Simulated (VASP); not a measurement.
# Nb4N (I-43m) in VASP: further runs

The runs below take Nb4N through single point, relaxation of cell and atoms, with PBE.

All numbers are computed with VASP 6.6.1; they aren't measurements. Logs are shortened: lines on timing, memory, paths and dates and some standing lists are left out, and cuts for length are marked.

## 1. The cell of the first run

It takes space group I-43m (No. 217, cubic). The conventional cell has a = 5.455 Å, b = 5.455 Å, c = 5.455 Å, α = 90.00°, β = 90.00°, γ = 90.00°. Nb (site symmetry 3m) has 2 N at 2.28 to 2.45 Å and 6 Nb at 2.73 Å within 3.0 Å. N (site symmetry -43m) has 8 Nb at 2.28 to 2.45 Å within 3.0 Å.

## 2. Single point, PBE

INCAR reads:

```
ALGO     = Normal         # electronic algorithm
EDIFF    = 1E-6           # SCF threshold, eV
ENCUT    = 520            # plane-wave cutoff, eV
GGA      = PE             # functional
ISIF     = 2              # what is computed and relaxed
ISMEAR   = 0              # smearing method
LASPH    = True           # aspherical terms in the spheres
LCHARG   = True           # write CHGCAR
LELF     = True           # ELF
LREAL    = False          # projectors in reciprocal space
LVHAR    = True         
LWAVE    = False          # write WAVECAR
NBANDS   = 36             # bands
NELM     = 100            # most SCF steps
PREC     = Accurate       # precision mode
SIGMA    = 0.1            # smearing width, eV
```

KPOINTS reads:

```
k-points
0
Gamma
  10 10 10
```

POSCAR reads:

```
Nb4N
1.0
   -2.7274323500      2.7274323500      2.7274323500
    2.7274323500     -2.7274323500      2.7274323500
    2.7274323500      2.7274323500     -2.7274323500
Nb N
4 1
Direct
    0.0000000000      0.0000000000      0.5181533215
    0.5181533215      0.0000000000      0.0000000000
    0.0000000000      0.5181533215      0.0000000000
    0.4818466785      0.4818466785      0.4818466785
    0.0000000000      0.0000000000      0.0000000000
```

Potentials or basis: VASP PAW PBE potentials, release 64 (Nb_sv, N).

On the command line:

```console
$ cat potpaw_PBE.64/Nb_sv/POTCAR potpaw_PBE.64/N/POTCAR > POTCAR
$ mpirun -np 1 vasp_std > vasp.out
```

OUTCAR:

```text
EDIFF = 1E-6
   ENCUT = 520
   GGA = PE
   ISIF = 2
   ISMEAR = 0
   LASPH = True
   LREAL = False
   NELM = 100
   PREC = Accurate

 ion  position               nearest neighbor table
   1  0.000  0.000  0.518-   5 2.28   3 2.73   4 2.73   2 2.73   2 2.73   3 2.73   4 2.73
   2  0.518  0.000  0.000-   5 2.28   1 2.73   4 2.73   3 2.73   4 2.73   1 2.73   3 2.73
   3  0.000  0.518  0.000-   5 2.28   1 2.73   4 2.73   2 2.73   1 2.73   2 2.73   4 2.73
   4  0.482  0.482  0.482-   5 2.28   3 2.73   2 2.73   1 2.73   2 2.73   3 2.73   1 2.73
   5  0.000  0.000  0.000-   1 2.28   2 2.28   3 2.28   4 2.28

  LATTYP: Found a body centered cubic cell.
 ALAT       =     5.4548647000

  Lattice vectors:

 A1 = (  -2.7274323500,   2.7274323500,   2.7274323500)
 A2 = (   2.7274323500,  -2.7274323500,   2.7274323500)
 A3 = (   2.7274323500,   2.7274323500,  -2.7274323500)

Analysis of symmetry for initial positions (statically):
=====================================================================
 Subroutine PRICEL returns:
 Original cell was already a primitive cell.

 Routine SETGRP: Setting up the symmetry group for a
 body centered cubic supercell.

 Subroutine GETGRP returns: Found 24 space group operations
 (whereof 24 operations were pure point group operations)
 out of a pool of 48 trial point group operations.

The static configuration has the point symmetry T_d .

Analysis of symmetry for dynamics (positions and initial velocities):
=====================================================================
 Subroutine PRICEL returns:
 Original cell was already a primitive cell.

 Routine SETGRP: Setting up the symmetry group for a
 body centered cubic supercell.

 Subroutine GETGRP returns: Found 24 space group operations
 (whereof 24 operations were pure point group operations)
 out of a pool of 48 trial point group operations.

The dynamic configuration has the point symmetry T_d .

 Subroutine INISYM returns: Found 24 space group operations
 (whereof 24 operations are pure point group operations),
 and found     1 'primitive' translations

----------------------------------------------------------------------------------------

                                     Primitive cell

  volume of cell :      81.1562

  direct lattice vectors                    reciprocal lattice vectors
[... 88 lines left out ...]
   LNONCOLLINEAR =      F non collinear calculations
   LSORBIT =      F    spin-orbit coupling
   LASPH  =      T    aspherical Exc in radial PAW
   ENCUT  =  520.0 eV  38.22 Ry    6.18 a.u.   8.78  8.78  8.78*2*pi/ulx,y,z
   NELM   =    100;   NELMIN=  2; NELMDL= -5     # of ELM steps
   EDIFF  = 0.1E-05   stopping-criterion for ELM
   LREAL  =      F    real-space projection
   EDIFFG = 0.1E-04   stopping-criterion for IOM
   NSW    =      0    number of steps for IOM
   IBRION =     -1    ionic relax: 0-MD 1-quasi-New 2-CG
   NFREE  =      0    steps in history (QN), initial steepest desc. (CG)
   ISIF   =      2    stress and relaxation
   ISYM   =      2    0-nonsym 1-usesym 2-fastsym
   POTIM  = 0.5000    time-step for ionic-motion
   TEBEG  =    0.0;   TEEND  =   0.0 temperature during run
   PSTRESS=    0.0 pullay stress
   NELECT =      57.0000    total number of electrons
   NUPDOWN=      -1.0000    fix difference up-down
   EMIN   =  10.00;   EMAX   =-10.00  energy-range for DOS
   EFERMI =   0.00;   METHOD = LEGACY
   ISMEAR =     0;   SIGMA  =   0.10  broadening in eV -4-tet -1-fermi 0-gaus
   EFERMI_NEDOS =   21; number of points for ismear=-14 and -15
   IALGO  =     38    algorithm
   IMIX   =      4    mixing-type and parameters
     AMIX     =   0.40;   BMIX     =  1.00
     AMIX_MAG =   1.60;   BMIX_MAG =  1.00
  volume/ion in A,a.u.               =      16.23       109.53
  Fermi-wavevector in a.u.,A,eV,Ry     =   1.455210  2.749949 28.812206  2.117637
  Thomas-Fermi vector in A             =   2.572271
   LORBIT       =      0    0 simple, 1 ext, 2 COOP (PROOUT), +10 PAW based schemes
   GGA     = PE    functional components
   LHFCALC =     F    Hartree Fock is set to
   AEXX    =    0.0000 exact exchange contribution
   IVDW    =     0    specifies the selected vdW correction
   LEPSILON=     F    determine dielectric tensor
   LRPA    =     F    only Hartree local field effects (RPA)
 non-spin polarized calculation
 Gauss-broadening in eV      SIGMA  =   0.10
  energy-cutoff  :      520.00
  volume of cell :       81.16
 maximum number of plane-waves:      2214
   NGX = 17   NGY = 17   NGZ = 17

 number of electron      57.0000002 magnetization

 Free energy of the ion-electron system (eV)
  ---------------------------------------------------
  ext. energy  EPLUGINS =         0.00000000
  ---------------------------------------------------
  free energy    TOTEN  =       -47.52812747 eV

  energy without entropy =      -47.50952841  energy(sigma->0) =      -47.51882794

 E-fermi :  11.0704     XC(G=0): -12.2508

 val. band max:       11.0690546394   @ k =   0.5000   0.5000   0.5000
 cond. band min:      11.0798339903   @ k =   0.5000   0.5000   0.4000
 fundamental gap:      0.0107793509
 Fermi energy:        11.0704125698

 k-point     1 :       0.0000    0.0000    0.0000
  band No.  band energies     occupation
      1     -44.1106      2.00000
      2     -43.7544      2.00000
      3     -43.7544      2.00000
      4     -43.7544      2.00000
      5     -20.7678      2.00000
      6     -20.7678      2.00000
[... 925 lines left out ...]
     35      13.6006      0.00000
     36      13.8575      0.00000

 [... further k-points ...]
[... 5 lines left out ...]
  --------------------------------------------------------------------------------------
  -------------------------------------------------------------------------------------
  Total       -0.1464981     -0.1464981     -0.1464981     -0.0000000     -0.0000000      0.0000000
  in kB       -2.8921489     -2.8921489     -2.8921489     -0.0000000     -0.0000000      0.0000000
  external PRESSURE =      -2.8921489 kB  Pullay stress =       0.0000000 kB

 VOLUME and BASIS-vectors are now :
 -----------------------------------------------------------------------------
  energy-cutoff  :      520.00
  volume of cell :       81.16
      direct lattice vectors                 reciprocal lattice vectors
    -2.727432350  2.727432350  2.727432350     0.000000000  0.183322604  0.183322604
     2.727432350 -2.727432350  2.727432350     0.183322604  0.000000000  0.183322604
     2.727432350  2.727432350 -2.727432350     0.183322604  0.183322604  0.000000000

 POSITION                                       TOTAL-FORCE (eV/Angst)
 -----------------------------------------------------------------------------------
      1.41323      1.41323     -1.41323         0.000759      0.000759     -0.000759
     -1.41323      1.41323      1.41323        -0.000759      0.000759      0.000759
      1.41323     -1.41323      1.41323         0.000759     -0.000759      0.000759
      1.31420      1.31420      1.31420        -0.000759     -0.000759     -0.000759
      0.00000      0.00000      0.00000        -0.000000     -0.000000      0.000000
 -----------------------------------------------------------------------------------
    total drift:                                0.000001      0.000001      0.000001

  FREE ENERGIE OF THE ION-ELECTRON SYSTEM (eV)
  ---------------------------------------------------
  free  energy   TOTEN  =       -47.5281274682 eV

  energy  without entropy=      -47.5095284093  energy(sigma->0) =      -47.51882794
```

It took 1.9 min on 1 thread of Intel Xeon Platinum 8259CL at 2.50GHz (Skylake/Cascade Lake), shared host; peak memory 0.26 GiB.

What came out:

* Free energy: -47.5281 eV
* Pressure: -0.3 GPa

Levels at points of the mesh, in eV from the Fermi level:
| k point | band 25 | band 26 | band 27 | band 28 | band 29 | band 30 | band 31 | band 32 |
| --- | --- | --- | --- | --- | --- | --- | --- | --- |
| (0.00, 0.00, 0.00) | -3.31 | -1.67 | -1.67 | -1.67 | 1.58 | 1.58 | 1.58 | 1.96 |
| (0.50, 0.00, 0.00) | -1.89 | -1.38 | -0.47 | -0.43 | 0.22 | 0.78 | 0.79 | 0.96 |
| (0.50, 0.50, 0.50) | -2.40 | -2.40 | -0.09 | -0.09 | -0.09 | 0.00 | 0.00 | 1.40 |

## 3. Relaxation of cell and atoms, PBE

This run uses another cell than the first one, of 16.29 Å³/atom, 1.003 times its volume.

INCAR reads:

```
SYSTEM = Nb4N
PREC = Accurate ; ENCUT = 600
EDIFF = 1E-6 ; ISMEAR = 0
SIGMA = 0.1 ; LREAL = .False.
LASPH = .True. ; NELM = 100
ALGO = Normal ; ISIF = 3
LWAVE = .False. ; LCHARG = .False.
GGA = PE ; IBRION = 2
NSW = 100 ; EDIFFG = -0.01
```

KPOINTS reads:

```
regular mesh
0
Gamma
  10 10 10
  0 0 0
```

POSCAR reads:

```
Nb4N
1.0
   -2.7305996883      2.7305996883      2.7305996883
    2.7305996883     -2.7305996883      2.7305996883
    2.7305996883      2.7305996883     -2.7305996883
Nb N
4 1
Direct
    0.0000000000      0.0000000000      0.5254595120
    0.5254595120      0.0000000000      0.0000000000
    0.0000000000      0.5254595120      0.0000000000
    0.4745404880      0.4745404880      0.4745404880
    0.0000000000      0.0000000000      0.0000000000
```

Potentials or basis: VASP PAW PBE potentials, release 64 (Nb_sv, N).

On the command line:

```console
$ cat potpaw_PBE.64/Nb_sv/POTCAR potpaw_PBE.64/N/POTCAR > POTCAR
$ mpirun -np 1 vasp_std > vasp.out
```

Run time: 9.8 min. Hardware: 1 thread of Intel Xeon Platinum 8259CL at 2.50GHz (Skylake/Cascade Lake), shared host; peak memory 0.32 GiB.

It converged, with:

```yaml
Free_energy: -47.5303 eV
Relaxed_volume: 16.20 Å³/atom
Relaxed_cell: a = 4.721 Å, b = 4.721 Å, c = 4.721 Å, α = 109.47°, β = 109.47°, γ = 109.47°
Space_group_after_relaxing_to_0.05_Å: I-43m (No. 217)
Energy_gained_by_relaxing: 1.3 meV/atom
Ionic_steps: 6
Pressure_after_relaxing: 0.0 GPa
Largest_force_after_relaxing: 0.008 eV/Å
```

Forces in eV/Å, atoms in the order of the input:
```
Nb   0.005  0.005 -0.005
Nb  -0.005  0.005  0.005
Nb   0.005 -0.005  0.005
Nb  -0.005 -0.005 -0.005
N    0.000  0.000  0.000
```

The path:
| step | energy change (eV) | largest force (eV/Å) | pressure (GPa) | volume (Å³) |
| --- | --- | --- | --- | --- |
| 1 | 0.0000 | 0.0921 | -0.46 | 81.44 |
| 2 | -0.0013 | 0.0884 | 0.64 | 80.89 |
| 3 | -0.0013 | 0.0897 | 0.47 | 80.98 |
| 4 | -0.0028 | 0.0721 | 0.40 | 80.98 |
| 5 | -0.0051 | 0.0413 | 0.23 | 81.00 |
| 6 | -0.0064 | 0.0079 | -0.05 | 81.02 |

Final structure:
```
Nb N
1.0
    -2.72588    2.72588    2.72588
     2.72588   -2.72588    2.72588
     2.72588    2.72588   -2.72588
Nb N
4 1
Cartesian
  4.1357 -1.3160 1.3160
  -1.4099 1.4099 1.4099
  1.4099 -1.4099 1.4099
  1.3160 1.3160 1.3160
  -2.7259 2.7259 2.7259
```

Levels at points of the mesh, in eV from the Fermi level:
| k point | band 24 | band 25 | band 26 | band 27 | band 28 | band 29 | band 30 | band 31 | band 32 | band 33 |
| --- | --- | --- | --- | --- | --- | --- | --- | --- | --- | --- |
| (0.00, 0.00, 0.00) | -3.32 | -3.32 | -1.68 | -1.68 | -1.68 | 1.58 | 1.58 | 1.58 | 1.97 | 1.97 |
| (0.50, 0.00, 0.00) | -2.00 | -1.90 | -1.39 | -0.46 | -0.43 | 0.22 | 0.77 | 0.78 | 0.96 | 1.16 |
| (0.50, 0.50, 0.50) | -2.41 | -2.41 | -2.41 | -0.09 | -0.09 | -0.09 | 0.00 | 0.00 | 1.40 | 1.40 |

## 4. Single point, PBE

This run uses another cell than the first one, of 16.29 Å³/atom, 1.003 times its volume.

INCAR reads:

```
SYSTEM = Nb4N
PREC = Accurate ; ENCUT = 520
EDIFF = 1E-6 ; ISMEAR = 0
SIGMA = 0.1 ; LREAL = .FALSE.
LASPH = .TRUE. ; NELM = 100
ALGO = Normal ; ISIF = 2
LWAVE = .FALSE. ; LCHARG = .FALSE.
GGA = PE ; NBANDS = 36
```

KPOINTS reads:

```
Automatic mesh
0
G
  4 4 4
  0 0 0
```

POSCAR is that of step 3.

On the command line:

```console
$ cat potpaw_PBE.64/Nb_sv/POTCAR potpaw_PBE.64/N/POTCAR > POTCAR
$ mpirun -np 1 vasp_std > vasp.out
```

It took 25 s on 1 thread of Intel Xeon Platinum 8259CL at 2.50GHz (Skylake/Cascade Lake), shared host; peak memory 0.2 GiB.

It converged, with:

- Free energy: -47.5334 eV
- Pressure: -0.4 GPa
- Largest force: 0.019 eV/Å

Forces on the atoms (eV/Å):
```
Nb  -0.011 -0.011  0.011
Nb   0.011 -0.011 -0.011
Nb  -0.011  0.011 -0.011
Nb   0.011  0.011  0.011
N    0.000  0.000  0.000
```

Levels at points of the mesh, in eV from the Fermi level:
```tsv
k point	band 25	band 26	band 27	band 28	band 29	band 30	band 31	band 32
(0.00, 0.00, 0.00)	-2.99	-1.38	-1.38	-1.38	1.79	1.79	1.79	2.14
(0.50, 0.00, 0.00)	-1.62	-1.16	-0.35	-0.17	0.45	1.10	1.16	1.19
(0.50, 0.50, 0.50)	-2.08	-2.08	0.14	0.14	0.14	0.21	0.21	1.69
```

Caveat: the k points lie up to 0.41 Å⁻¹ apart.

## 5. The runs side by side

| task | cell | k mesh | cutoff (eV) | gap on the mesh (eV) | pressure (GPa) | largest force (eV/Å) |
| --- | --- | --- | --- | --- | --- | --- |
| single point | a = 4.724 Å, angles 109.5°, 5 atoms | 10 × 10 × 10 | 520 | none | -0.3 | - |
| relaxation of cell and atoms | relaxed from a = 4.730 Å, angles 109.5°, 5 atoms | 10 × 10 × 10 | 600 | none | 0.0 | 0.01 |
| single point | a = 4.730 Å, angles 109.5°, 5 atoms | 4 × 4 × 4 | 520 | none | -0.4 | 0.02 |

Alike in all rows: level PBE; potentials or basis VASP PAW PBE potentials, release 64 (Nb_sv, N); no spin polarisation; smearing gaussian 0.1 eV.

Caveats: some runs use coarse meshes.

Absolute energies hang on the potentials; compare differences alone.
